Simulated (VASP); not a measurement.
Wanted: the native input for a VASP 6.6.1 run.

```
Task                   : single point
Functional             : PBE
Potentials or basis    : VASP PAW PBE potentials, release 64 (Mo_sv, Ir)
Cutoff                 : 520 eV
k mesh                 : 4 × 4 × 4
Occupations            : gaussian, width 0.1 eV
Spin                   : no spin polarisation
Dipole correction      : no
Further INCAR settings : ALGO = Normal; EDIFF = 1e-06; NBANDS = 33
```

The structure of MoIr4 lies in POSCAR:

```
MoIr4
1.0
   -2.6738161000      2.6738161000      2.6738161000
    2.6738161000     -2.6738161000      2.6738161000
    2.6738161000      2.6738161000     -2.6738161000
Mo Ir
1 4
Direct
    0.0000000000      0.0000000000      0.0000000000
    0.0000000000      0.0000000000      0.5000000000
    0.0000000000      0.5000000000      0.0000000000
    0.5000000000      0.0000000000      0.0000000000
    0.5000000000      0.5000000000      0.5000000000
```

The cell was generated, and may not be a known phase.

The input as run:

INCAR

```
ALGO     = Normal         # electronic algorithm
EDIFF    = 1E-6           # SCF threshold, eV
ENCUT    = 520            # plane-wave cutoff, eV
GGA      = PE             # functional
ISIF     = 2              # what is computed and relaxed
ISMEAR   = 0              # smearing method
LASPH    = T              # aspherical terms in the spheres
LCHARG   = T              # write CHGCAR
LELF     = T              # ELF
LREAL    = F              # projectors in reciprocal space
LVHAR    = T            
LWAVE    = F              # write WAVECAR
NBANDS   = 33             # bands
NELM     = 80             # most SCF steps
PREC     = Accurate       # precision mode
SIGMA    = 0.1            # smearing width, eV
```

KPOINTS

```
k-points
0
Gamma
  4 4 4
```

Potentials or basis: VASP PAW PBE potentials, release 64 (Mo_sv, Ir).

The run is started by

```sh
$ cat potpaw_PBE.64/Mo_sv/POTCAR potpaw_PBE.64/Ir/POTCAR > POTCAR
$ mpirun -np 1 vasp_std > vasp.out
```

Results of the run:

```yaml
Pressure: 63.3 GPa
Band_gap_on_the_k_mesh: zero (bands 25 and 26 overlap by 3.25 eV)
```

Caveat: the k points lie up to 0.42 Å⁻¹ apart, too coarse for converged energies and pressures of a metal; spin-orbit coupling is left out, which moves the levels of the heavy elements.

Run time: 65 s on 1 thread of Intel Xeon 8259CL, on a shared host, peak memory 0.2 GiB.
